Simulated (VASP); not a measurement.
Write the native input for VASP 6.6.1 that does the following.

* Task: single point
* Functional: PBEsol
* Dispersion: D3(BJ)
* Potentials or basis: VASP PAW PBE potentials, release 64 (C)
* Cutoff: 520 eV
* k mesh: 21 × 21 × 8
* Occupations: gaussian, width 0.15 eV
* Spin: no spin polarisation
* Dipole correction: no
* Further INCAR settings: ALGO = Normal; EDIFF = 1e-06; NBANDS = 16

The structure of C lies in POSCAR:

```
C
1.0
    2.4247870079      0.0000000000      0.0000000000
   -1.2123935039      2.0999271476      0.0000000000
    0.0000000000      0.0000000000      6.4911242100
C
4
Direct
    0.0000000000      0.0000000000      0.0025000000
    0.0000000000      0.0000000000      0.5025000000
    0.3333333333      0.6666666667      0.0025000000
    0.6666666667      0.3333333333      0.5025000000
```

This cell differs from its parent crystal: volume 8.263 Å^3 an atom, c/a of the conventional cell 2.6770.

One way to write it, as run:

INCAR

```
SYSTEM = C
PREC = Accurate
ENCUT = 520
EDIFF = 1E-6
ISMEAR = 0
SIGMA = 0.15
LREAL = .False.
LASPH = .True.
NELM = 80
ALGO = Normal
ISIF = 2
LWAVE = .False.
LCHARG = .True.
GGA = PS
IVDW = 12
LELF = .True.
LVHAR = .True.
NBANDS = 16
```

KPOINTS

```
regular mesh
0
Gamma
  21 21 8
  0 0 0
```

Potentials or basis: VASP PAW PBE potentials, release 64 (C).

Command:

```console
$ cat potpaw_PBE.64/C/POTCAR > POTCAR
$ mpirun -np 1 vasp_std > vasp.out
```

It gave:

The pressure is 14.2 GPa and the band gap on the k mesh is zero (band 8 reaches 5.20 eV, above the bottom of band 9 at 5.16 eV). The dispersion energy per atom is -0.113 eV.

Caveat: the PAW data sets were made with another functional, which shifts forces and pressure a little.

Wall time 36 s on 1 thread of Intel(R) Xeon(R) 6975P-C (Granite Rapids), with other jobs on the host, peak memory 0.22 GiB.
